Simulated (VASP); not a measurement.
Here is a VASP 6.6.1 calculation.

File INCAR:

```
SYSTEM = Sr
  ALGO = Fast
  EDIFF = 1E-6
  EDIFFG = -0.01
  ENCUT = 600
  GGA = PS
  IBRION = 2
  ISIF = 3
  ISMEAR = 0
  LASPH = .TRUE.
  LCHARG = .FALSE.
  LREAL = .FALSE.
  LWAVE = .FALSE.
  NELM = 80
  NSW = 80
  PREC = Accurate
  SIGMA = 0.1
```

Contents of KPOINTS:

```
k-points
0
G
  12 12 4
  0 0 0
```

The input POSCAR:

```
Sr
1.0
    4.1924786446      0.0000000000      0.0000000000
   -2.0962393223      3.6307930110      0.0000000000
    0.0000000000      0.0000000000     13.5809747399
Sr
4
Direct
    0.0000000000      0.0000000000      0.0000000000
    0.3333333333      0.6666666667      0.2500000000
    0.0000000000      0.0000000000      0.5000000000
    0.6666666667      0.3333333333      0.7500000000
```

Potentials or basis: VASP PAW PBE potentials, release 64 (Sr_sv).

The run is started by

```bash
$ cat potpaw_PBE.64/Sr_sv/POTCAR > POTCAR
$ mpirun -np 1 vasp_std > vasp.out
```

Problem. Estimate the band gap on the k mesh.

Solution. Zero (bands 20 and 21 overlap by 0.18 eV).

Problem. What does it give for the relaxed volume?

Solution. 52.27 Å³/atom.

Final structure:
```cif
data_structure
_symmetry_space_group_name_H-M 'P 1'
_symmetry_Int_Tables_number 1
_cell_length_a 4.1956
_cell_length_b 4.1956
_cell_length_c 13.7143
_cell_angle_alpha 90.000
_cell_angle_beta 90.000
_cell_angle_gamma 120.000
_cell_volume 209.07
loop_
_atom_site_label
_atom_site_type_symbol
_atom_site_fract_x
_atom_site_fract_y
_atom_site_fract_z
_atom_site_occupancy
Sr1 Sr 0.00000 0.00000 0.00000 1
Sr2 Sr 0.33333 0.66667 0.25000 1
Sr3 Sr 0.00000 0.00000 0.50000 1
Sr4 Sr 0.66667 0.33333 0.75000 1
```

Caveat: the PAW data sets were made with another functional, which shifts forces and pressure a little.
